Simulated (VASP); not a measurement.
Write the native input for VASP 6.6.1 that does the following.

* Task: single point
* Functional: r2SCAN
* Potentials or basis: VASP PAW PBE potentials, release 64 (Si, C)
* Cutoff: 520 eV
* k mesh: 14 × 14 × 3
* Occupations: gaussian, width 0.01 eV
* Spin: no spin polarisation
* Dipole correction: no
* Further INCAR settings: ALGO = Normal; EDIFF = 1e-07; NBANDS = 36

SiC:

```
Si C
1.0
     3.07849    0.00000    0.00000
    -1.53925    2.66605    0.00000
     0.00000    0.00000   15.10668
Si C
6 6
Direct
  0.00000 0.00000 0.99972
  0.00000 0.00000 0.49972
  0.33333 0.66667 0.16650
  0.66667 0.33333 0.66650
  0.66667 0.33333 0.33299
  0.33333 0.66667 0.83299
  0.33333 0.66667 0.04153
  0.66667 0.33333 0.54153
  0.66667 0.33333 0.20800
  0.33333 0.66667 0.70800
  0.00000 0.00000 0.37437
  0.00000 0.00000 0.87437
```

These files were run (other wordings do the same):

POSCAR

```
SiC
1.0
    3.0784930987      0.0000000000      0.0000000000
   -1.5392465493      2.6660532288      0.0000000000
    0.0000000000      0.0000000000     15.1066832353
Si C
6 6
Direct
    0.0000000000      0.0000000000     -0.0002798244
    0.0000000000      0.0000000000      0.4997201756
    0.3333333333      0.6666666667      0.1665028095
    0.6666666667      0.3333333333      0.6665028095
    0.6666666667      0.3333333333      0.3329855535
    0.3333333333      0.6666666667      0.8329855535
    0.3333333333      0.6666666667      0.0415285262
    0.6666666667      0.3333333333      0.5415285262
    0.6666666667      0.3333333333      0.2079971787
    0.3333333333      0.6666666667      0.7079971787
    0.0000000000      0.0000000000      0.3743657566
    0.0000000000      0.0000000000      0.8743657566
```

INCAR.step1

```
SYSTEM = SiC
ALGO = Normal
EDIFF = 1E-4
ENCUT = 520
GGA = PE
ISMEAR = 0
LASPH = .TRUE.
LCHARG = .FALSE.
LREAL = .FALSE.
LWAVE = .TRUE.
NBANDS = 36
NELM = 100
PREC = Accurate
SIGMA = 0.01
```

INCAR.step2

```
SYSTEM = SiC
ALGO = Normal
EDIFF = 1E-7
ENCUT = 520
ISIF = 2
ISMEAR = 0
ISTART = 1
LASPH = .TRUE.
LCHARG = .TRUE.
LELF = .TRUE.
LMIXTAU = .TRUE.
LREAL = .FALSE.
LVHAR = .TRUE.
LWAVE = .FALSE.
METAGGA = R2SCAN
NBANDS = 36
NELM = 100
PREC = Accurate
SIGMA = 0.01
```

KPOINTS

```
k-points
0
G
  14 14 3
  0 0 0
```

Potentials or basis: VASP PAW PBE potentials, release 64 (Si, C).

Run with:

```bash
$ cat potpaw_PBE.64/Si/POTCAR potpaw_PBE.64/C/POTCAR > POTCAR
$ cp INCAR.step1 INCAR
$ mpirun -np 1 vasp_std > vasp.out
$ cp INCAR.step2 INCAR
$ mpirun -np 1 vasp_std > vasp.out
```

It gave:

```
Pressure               : -0.2 GPa
Band gap on the k mesh : 2.40 eV, indirect (least direct gap 3.56 eV)
```

Caveat: the PAW data sets were made with another functional, which shifts forces and pressure a little.

Run time: 16 min on 1 thread of Intel Xeon 6975P-C, on a shared host, peak memory 0.35 GiB.
